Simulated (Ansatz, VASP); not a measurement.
## Two plane-wave programs on Ni

```
Ni
1.0
     2.44802    0.00000    0.00000
    -1.22401    2.12005    0.00000
     0.00000    0.00000    4.07281
Ni
2
Direct
  0.33333 0.66667 0.25000
  0.66667 0.33333 0.75000
```

Alike in both runs: task single point; functional LDA; k mesh 3 × 3 × 2; collinear spin.

```csv
,VASP,Ansatz
version,VASP 6.6.1,Ansatz 0.2.0
potentials or method,"VASP PAW LDA potentials, release 64 (Ni_sv_GW), cutoff 690 eV","plane waves, PAW"
occupations,"fermi-dirac, width 0.1 eV",fermi-dirac
valence electrons in the cell,36,36
```

Ansatz gave:

- pressure (GPa): -3.8
- traceless stress, the component that is largest in VASP (GPa): -8.38
- net moment per atom (μB): 1.18
- size of the moment on the site where the two differ most (μB): 1.17

Estimate VASP's values.

pressure (GPa): -4.7; traceless stress, the component that is largest in VASP (GPa): -8.96; net moment per atom (μB): 1.14; size of the moment on the site where the two differ most (μB): 1.13.

LDA's correlation is that of Perdew and Zunger in VASP and of Perdew and Wang (1992) in Ansatz. Site moments also hang on the region over which each program counts them.

The k mesh is coarse, so the values compare programs but aren't converged.
